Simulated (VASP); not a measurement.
# ZnInGaO4 (R3m) in VASP: a series of runs

ZnInGaO4 is run at these levels: PBEsol; tasks: single point.

Program: VASP 6.6.1. These are calculated values, not measurements. Logs are shortened: lines on timing, memory, paths and dates and some standing lists are left out, and cuts for length are marked.

### 1 The cell of the first run

The structure is trigonal, space group R3m (No. 160). Conventional cell: a = 3.315 Å, b = 3.315 Å, c = 25.749 Å, α = 90.00°, β = 90.00°, γ = 120.00°. Zn (site symmetry 3m) has 5 O at 1.97 to 2.51 Å within 2.6 Å. Within 2.9 Å of In (site symmetry 3m) lie 6 O at 2.19 Å. Within 2.5 Å of Ga (site symmetry 3m) lie 5 O at 1.91 to 1.97 Å. Within 2.6 Å of O (site symmetry 3m) lie 1 Zn at 1.97 Å and 3 In at 2.19 Å. Within 2.6 Å of O (site symmetry 3m) lie 1 Ga at 1.95 Å and 3 In at 2.19 Å. Within 2.6 Å of O (site symmetry 3m) lie 3 Ga at 1.91 Å and 1 Zn at 2.51 Å. Within 2.6 Å of O (site symmetry 3m) lie 1 Ga at 1.97 Å and 3 Zn at 1.99 Å.

### 2 Single point, PBEsol

Contents of INCAR:

```
PREC = Accurate ; ENCUT = 520
EDIFF = 1E-6 ; ISMEAR = 0
SIGMA = 0.02 ; LREAL = F
LASPH = T ; NELM = 80
ALGO = Normal ; ISIF = 2
LWAVE = F ; LCHARG = T
GGA = PS ; LELF = T
LVHAR = T ; NBANDS = 40
```

Contents of KPOINTS:

```
Automatic mesh
0
Gamma
  12 12 12
```

Contents of POSCAR:

```
ZnInGaO4
1.0
    1.6574560785      0.9569327131      8.5829495154
   -1.6574560785      0.9569327131      8.5829495154
    0.0000000000     -1.9138654262      8.5829495154
Zn In Ga O
1 1 1 4
Direct
    0.2186856062      0.2186856062      0.2186856062
    0.0029372039      0.0029372039      0.0029372039
    0.7871363315      0.7871363315      0.7871363315
    0.2950896918      0.2950896918      0.2950896918
    0.7112393127      0.7112393127      0.7112393127
    0.1211766817      0.1211766817      0.1211766817
    0.8637361722      0.8637361722      0.8637361722
```

Potentials or basis: VASP PAW PBE potentials, release 64 (Zn, In_d, Ga_d, O).

Launch:

```console
$ cat potpaw_PBE.64/Zn/POTCAR potpaw_PBE.64/In_d/POTCAR potpaw_PBE.64/Ga_d/POTCAR potpaw_PBE.64/O/POTCAR > POTCAR
$ mpirun -np 1 vasp_std > vasp.out
```

OUTCAR:

```text
PREC = Accurate
   ENCUT = 520
   EDIFF = 1E-6
   ISMEAR = 0
   LREAL = F
   LASPH = T
   NELM = 80
   ISIF = 2
   GGA = PS

 ion  position               nearest neighbor table
   1  0.219  0.219  0.219-   4 1.97   7 1.99   7 1.99   7 1.99
   2  0.003  0.003  0.003-   4 2.19   4 2.19   4 2.19   5 2.19   5 2.19   5 2.19
   3  0.787  0.787  0.787-   6 1.91   6 1.91   6 1.91   5 1.95   7 1.97
   4  0.295  0.295  0.295-   1 1.97   2 2.19   2 2.19   2 2.19
   5  0.711  0.711  0.711-   3 1.95   2 2.19   2 2.19   2 2.19
   6  0.121  0.121  0.121-   3 1.91   3 1.91   3 1.91
   7  0.864  0.864  0.864-   3 1.97   1 1.99   1 1.99   1 1.99

  LATTYP: Found a trigonal (rhomboedric) cell.
 ALAT       =     8.7937422781
 COS(alpha) =     0.9289495903

  Lattice vectors:

 A1 = (   1.6574560785,   0.9569327131,   8.5829495154)
 A2 = (  -1.6574560785,   0.9569327131,   8.5829495154)
 A3 = (   0.0000000000,  -1.9138654262,   8.5829495154)

Analysis of symmetry for initial positions (statically):
=====================================================================
 Subroutine PRICEL returns:
 Original cell was already a primitive cell.

 Routine SETGRP: Setting up the symmetry group for a
 trigonal (rhombohedral) supercell.

 Subroutine GETGRP returns: Found  6 space group operations
 (whereof  6 operations were pure point group operations)
 out of a pool of 12 trial point group operations.

The static configuration has the point symmetry C_3v.

Analysis of symmetry for dynamics (positions and initial velocities):
=====================================================================
 Subroutine PRICEL returns:
 Original cell was already a primitive cell.

 Routine SETGRP: Setting up the symmetry group for a
 trigonal (rhombohedral) supercell.

 Subroutine GETGRP returns: Found  6 space group operations
 (whereof  6 operations were pure point group operations)
 out of a pool of 12 trial point group operations.

The dynamic configuration has the point symmetry C_3v.

 Subroutine INISYM returns: Found  6 space group operations
 (whereof  6 operations are pure point group operations),
 and found     1 'primitive' translations

----------------------------------------------------------------------------------------

                                     Primitive cell

  volume of cell :      81.6792

  direct lattice vectors                    reciprocal lattice vectors
     1.657456079  0.956932713  8.582949515     0.301667119  0.174167592  0.038836688
    -1.657456079  0.956932713  8.582949515    -0.301667119  0.174167592  0.038836688
     0.000000000 -1.913865426  8.582949515     0.000000000 -0.348335185  0.038836688

  length of vectors
     8.793742278  8.793742278  8.793742278     0.350493494  0.350493494  0.350493494

  position of ions in fractional coordinates (direct lattice)
     0.218685606  0.218685606  0.218685606
     0.002937204  0.002937204  0.002937204
     0.787136332  0.787136332  0.787136332
     0.295089692  0.295089692  0.295089692
     0.711239313  0.711239313  0.711239313
     0.121176682  0.121176682  0.121176682
     0.863736172  0.863736172  0.863736172

  ion indices of the primitive-cell ions
   primitive index   ion index
                 1           1
                 2           2
                 3           3
                 4           4
                 5           5
                 6           6
                 7           7

----------------------------------------------------------------------------------------

 KPOINTS: Automatic mesh

Automatic generation of k-mesh.
 Grid dimensions read from file:
 generate k-points for:   12   12   12

 Generating k-lattice:

  Cartesian coordinates                     Fractional coordinates (reciprocal lattice)
     0.025138927  0.014513966  0.003236391     0.083333333 -0.000000000 -0.000000000
    -0.025138927  0.014513966  0.003236391    -0.000000000  0.083333333 -0.000000000
     0.000000000 -0.029027932  0.003236391    -0.000000000 -0.000000000  0.083333333

  Length of vectors
     0.029207791  0.029207791  0.029207791

  Shift w.r.t. Gamma in fractional coordinates (k-lattice)
     0.000000000  0.000000000  0.000000000

 Subroutine IBZKPT returns following result:
 ===========================================

 Found    189 irreducible k-points:

 Following reciprocal coordinates:
            Coordinates               Weight
  0.000000  0.000000  0.000000      1.000000
  0.083333  0.000000  0.000000      6.000000
  0.166667  0.000000  0.000000      6.000000
  0.250000  0.000000 -0.000000      6.000000
  0.333333  0.000000  0.000000      6.000000
  0.416667  0.000000  0.000000      6.000000
[... 16 lines left out ...]
  0.500000  0.166667 -0.000000     12.000000
 -0.416667  0.166667  0.000000     12.000000
 [... further k-points ...]
   k-points           NKPTS =    189   k-points in BZ     NKDIM =    189   number of bands    NBANDS=     40
   number of dos      NEDOS =    301   number of ions     NIONS =      7
   total plane-waves  NPLWV = 343000
   dimension x,y,z NGX =    70 NGY =   70 NGZ =   70
   dimension x,y,z NGXF=   140 NGYF=  140 NGZF=  140
   ions per type =               1   1   1   4
   NGX,Y,Z   is equivalent  to a cutoff of  13.23, 13.23, 13.23 a.u.
   NGXF,Y,Z  is equivalent  to a cutoff of  26.47, 26.47, 26.47 a.u.
 SYSTEM =  unknown system
   PREC   = accura    normal or accurate (medium, high low for compatibility)
   ISTART =      0    job   : 0-new  1-cont  2-samecut
   ICHARG =      2    charge: 1-file 2-atom 10-const
   ISPIN  =      1    spin polarized calculation?
   LNONCOLLINEAR =      F non collinear calculations
   LSORBIT =      F    spin-orbit coupling
   LASPH  =      T    aspherical Exc in radial PAW
   ENCUT  =  520.0 eV  38.22 Ry    6.18 a.u.  16.35 16.35 16.35*2*pi/ulx,y,z
   NELM   =     80;   NELMIN=  2; NELMDL= -5     # of ELM steps
   EDIFF  = 0.1E-05   stopping-criterion for ELM
   LREAL  =      F    real-space projection
   EDIFFG = 0.1E-04   stopping-criterion for IOM
   NSW    =      0    number of steps for IOM
   IBRION =     -1    ionic relax: 0-MD 1-quasi-New 2-CG
   NFREE  =      0    steps in history (QN), initial steepest desc. (CG)
   ISIF   =      2    stress and relaxation
   ISYM   =      2    0-nonsym 1-usesym 2-fastsym
   POTIM  = 0.5000    time-step for ionic-motion
   TEBEG  =    0.0;   TEEND  =   0.0 temperature during run
   PSTRESS=    0.0 pullay stress
   NELECT =      62.0000    total number of electrons
   NUPDOWN=      -1.0000    fix difference up-down
   EMIN   =  10.00;   EMAX   =-10.00  energy-range for DOS
   EFERMI =   0.00;   METHOD = LEGACY
   ISMEAR =     0;   SIGMA  =   0.02  broadening in eV -4-tet -1-fermi 0-gaus
   EFERMI_NEDOS =   21; number of points for ismear=-14 and -15
   IALGO  =     38    algorithm
   IMIX   =      4    mixing-type and parameters
     AMIX     =   0.40;   BMIX     =  1.00
     AMIX_MAG =   1.60;   BMIX_MAG =  1.00
  volume/ion in A,a.u.               =      11.67        78.74
  Fermi-wavevector in a.u.,A,eV,Ry     =   1.493373  2.822066 30.343211  2.230163
  Thomas-Fermi vector in A             =   2.605782
   LORBIT       =      0    0 simple, 1 ext, 2 COOP (PROOUT), +10 PAW based schemes
   GGA     = PS    functional components
   LHFCALC =     F    Hartree Fock is set to
   AEXX    =    0.0000 exact exchange contribution
   IVDW    =     0    specifies the selected vdW correction
   LEPSILON=     F    determine dielectric tensor
   LRPA    =     F    only Hartree local field effects (RPA)
 non-spin polarized calculation
 Gauss-broadening in eV      SIGMA  =   0.02
  energy-cutoff  :      520.00
  volume of cell :       81.68
 maximum number of plane-waves:      2228
 NGX is ok and might be reduce to    70
   NGX = 33   NGY = 33   NGZ = 33

 number of electron      62.0000000 magnetization

 Free energy of the ion-electron system (eV)
  ---------------------------------------------------
  ext. energy  EPLUGINS =         0.00000000
  ---------------------------------------------------
  free energy    TOTEN  =       -40.62234931 eV

  energy without entropy =      -40.62234931  energy(sigma->0) =      -40.62234931

 E-fermi :   3.9922     XC(G=0): -11.5129

 val. band max:        3.8946936761   @ k =   0.0000   0.0000   0.0000
 cond. band min:       5.0542003330   @ k =   0.0000   0.0000   0.0000
 fundamental gap:      1.1595066568
 Fermi energy:         3.9922021501

 k-point     1 :       0.0000    0.0000    0.0000
  band No.  band energies     occupation
      1     -14.8728      2.00000
      2     -13.9169      2.00000
      3     -13.3082      2.00000
      4     -12.8305      2.00000
      5      -9.4468      2.00000
      6      -9.4468      2.00000
[... 32 lines left out ...]
     39      16.0673      0.00000
     40      16.0674      0.00000

 k-point     2 :       0.0833    0.0000    0.0000
  band No.  band energies     occupation
      1     -14.8265      2.00000
      2     -13.8765      2.00000
      3     -13.2900      2.00000
      4     -12.8644      2.00000
      5      -9.4349      2.00000
      6      -9.4302      2.00000
[... 32 lines left out ...]
     39      15.5755      0.00000
     40      16.1935      0.00000

 k-point     3 :       0.1667    0.0000    0.0000
  band No.  band energies     occupation
      1     -14.6967      2.00000
      2     -13.7664      2.00000
      3     -13.2444      2.00000
      4     -12.9482      2.00000
      5      -9.3950      2.00000
      6      -9.3845      2.00000
[... 32 lines left out ...]
     39      15.0560      0.00000
     40      15.5430      0.00000

 k-point     4 :       0.2500    0.0000   -0.0000
  band No.  band energies     occupation
      1     -14.5108      2.00000
      2     -13.6228      2.00000
      3     -13.2003      2.00000
      4     -13.0270      2.00000
      5      -9.3203      2.00000
      6      -9.3184      2.00000
[... 32 lines left out ...]
     39      15.2859      0.00000
     40      15.4666      0.00000
[... 772 lines left out ...]
     39      14.9679      0.00000
     40      15.0864      0.00000

 k-point    23 :       0.5000    0.1667   -0.0000
  band No.  band energies     occupation
      1     -14.0933      2.00000
      2     -13.4822      2.00000
      3     -13.1592      2.00000
      4     -12.9907      2.00000
      5      -9.2178      2.00000
      6      -9.1094      2.00000
[... 32 lines left out ...]
     39      14.7642      0.00000
     40      14.8740      0.00000

 k-point    24 :      -0.4167    0.1667    0.0000
  band No.  band energies     occupation
      1     -14.0368      2.00000
      2     -13.5009      2.00000
      3     -13.1323      2.00000
      4     -12.9765      2.00000
      5      -9.1955      2.00000
      6      -9.1137      2.00000
[... 32 lines left out ...]
     39      14.6619      0.00000
     40      14.8624      0.00000

 [... further k-points ...]

------------------------ aborting loop because EDIFF is reached ----------------------------------------

  FORCE on cell =-STRESS in cart. coord.  units (eV):
  Direction    XX          YY          ZZ          XY          YZ          ZX
  --------------------------------------------------------------------------------------
  -------------------------------------------------------------------------------------
  Total        0.2949787      0.2949787      0.3428103      0.0000000     -0.0000000     -0.0000000
  in kB        5.7861542      5.7861542      6.7243944      0.0000000     -0.0000000     -0.0000000
  external PRESSURE =       6.0989009 kB  Pullay stress =       0.0000000 kB

 VOLUME and BASIS-vectors are now :
 -----------------------------------------------------------------------------
  energy-cutoff  :      520.00
  volume of cell :       81.68
      direct lattice vectors                 reciprocal lattice vectors
     1.657456079  0.956932713  8.582949515     0.301667119  0.174167592  0.038836688
    -1.657456079  0.956932713  8.582949515    -0.301667119  0.174167592  0.038836688
     0.000000000 -1.913865426  8.582949515     0.000000000 -0.348335185  0.038836688

 POSITION                                       TOTAL-FORCE (eV/Angst)
 -----------------------------------------------------------------------------------
      0.00000      0.00000      5.63090         0.000000      0.000000      0.004188
      0.00000      0.00000      0.07563         0.000000      0.000000     -0.001900
      0.00000      0.00000     20.26785         0.000000     -0.000000     -0.008959
      0.00000      0.00000      7.59822         0.000000     -0.000000      0.014476
      0.00000      0.00000     18.31359         0.000000     -0.000000      0.017023
      0.00000      0.00000      3.12016         0.000000      0.000000     -0.006798
      0.00000      0.00000     22.24021         0.000000      0.000000     -0.018029
 -----------------------------------------------------------------------------------
    total drift:                               -0.000000     -0.000000     -0.000745

  FREE ENERGIE OF THE ION-ELECTRON SYSTEM (eV)
  ---------------------------------------------------
  free  energy   TOTEN  =       -40.6223493130 eV

  energy  without entropy=      -40.6223493130  energy(sigma->0) =      -40.62234931
```

Run time: 67 min. Hardware: 1 thread of Intel Xeon Platinum 8259CL at 2.50GHz (Skylake/Cascade Lake), shared host; peak memory 1.1 GiB.

Results:

* Free energy: -40.6223 eV
* Pressure: 0.6 GPa
* Largest force: 0.018 eV/Å
* Band gap on the k mesh: 1.16 eV

Forces on the atoms (eV/Å):
```
Zn   0.000  0.000  0.004
In   0.000  0.000 -0.002
Ga   0.000  0.000 -0.009
O    0.000  0.000  0.014
O    0.000  0.000  0.017
O    0.000  0.000 -0.007
O    0.000  0.000 -0.018
```

Levels at points of the mesh, in eV from the valence-band top:
```csv
k point,band 27,band 28,band 29,band 30,band 31,band 32,band 33,band 34,band 35,band 36
"(0.00, 0.00, 0.00)",-0.81,-0.81,-0.57,0.00,0.00,1.16,4.35,4.96,5.67,10.12
"(0.50, 0.00, 0.00)",-2.28,-1.20,-1.17,-0.54,-0.30,5.17,5.93,6.52,7.08,8.47
"(0.50, 0.50, 0.00)",-1.58,-1.35,-1.19,-0.84,-0.47,5.29,5.78,6.50,7.19,8.62
"(0.50, 0.50, 0.50)",-1.40,-0.84,-0.84,0.00,0.00,2.57,2.90,5.21,5.97,10.13
```

Caveat: the PAW data sets were made with another functional, which shifts forces and pressure a little; spin-orbit coupling is left out, which moves the levels of the heavy elements. A k mesh can miss the band edges.

### 3 Single point, PBEsol (10.27 Å³/atom)

This run uses another cell than the first one, of 10.27 Å³/atom.

Contents of INCAR:

```
SYSTEM = ZnInGaO4
PREC = Accurate
ENCUT = 520
EDIFF = 1E-7
ISMEAR = 0
SIGMA = 0.02
LREAL = .FALSE.
LASPH = .TRUE.
NELM = 100
ALGO = Normal
ISIF = 2
LWAVE = .FALSE.
LCHARG = .FALSE.
GGA = PS
NBANDS = 40
```

Contents of KPOINTS:

```
Automatic mesh
0
G
  12 12 12
  0 0 0
```

Contents of POSCAR:

```
ZnInGaO4
1.0
    1.5900871695      0.9180372554      8.2065651482
   -1.5900871695      0.9180372554      8.2065651482
    0.0000000000     -1.8360745107      8.2065651482
Zn In Ga O
1 1 1 4
Direct
    0.2184302526      0.2184302526      0.2184302526
    0.0024600558      0.0024600558      0.0024600558
    0.7875185564      0.7875185564      0.7875185564
    0.2943045623      0.2943045623      0.2943045623
    0.7114257239      0.7114257239      0.7114257239
    0.1210787134      0.1210787134      0.1210787134
    0.8647831357      0.8647831357      0.8647831357
```

Potentials or basis: VASP PAW PBE potentials, release 64 (Zn, In_d, Ga_d, O).

Launch:

```console
$ cat potpaw_PBE.64/Zn/POTCAR potpaw_PBE.64/In_d/POTCAR potpaw_PBE.64/Ga_d/POTCAR potpaw_PBE.64/O/POTCAR > POTCAR
$ mpirun -np 1 vasp_std > vasp.out
```

Run time: 63 min. Hardware: 1 thread of Intel Xeon Platinum 8259CL at 2.50GHz (Skylake/Cascade Lake), shared host; peak memory 0.95 GiB.

Results (log left out):

| Item | Value |
| --- | --- |
| Free energy | -39.7630 eV |
| Pressure | 30.2 GPa |
| Largest force | 0.047 eV/Å |
| Band gap on the k mesh | 1.67 eV |

Forces in eV/Å, atoms in the order of the input:
```
Zn   0.000  0.000 -0.003
In   0.000  0.000 -0.008
Ga   0.000  0.000 -0.028
O    0.000  0.000  0.047
O    0.000  0.000  0.036
O    0.000  0.000 -0.005
O    0.000  0.000 -0.039
```

Stress tensor (GPa, compression positive):
```
30.19  0.00  0.00
 0.00 30.19  0.00
 0.00  0.00 30.35
```

Levels at points of the mesh, in eV from the valence-band top:
| k point | band 29 | band 30 | band 31 | band 32 | band 33 | band 34 |
| --- | --- | --- | --- | --- | --- | --- |
| (0.00, 0.00, 0.00) | -0.81 | 0.00 | 0.00 | 1.67 | 4.89 | 5.49 |
| (0.50, 0.00, 0.00) | -1.57 | -0.74 | -0.42 | 5.53 | 6.52 | 6.94 |
| (0.50, 0.50, 0.00) | -1.68 | -0.96 | -0.68 | 5.66 | 6.45 | 6.92 |
| (0.50, 0.50, 0.50) | -1.07 | -0.01 | -0.01 | 3.08 | 3.30 | 5.66 |

Caveat: the cell stands under pressure; the PAW data sets were made with another functional, which shifts forces and pressure a little; spin-orbit coupling is left out, which moves the levels of the heavy elements. A k mesh can miss the band edges.
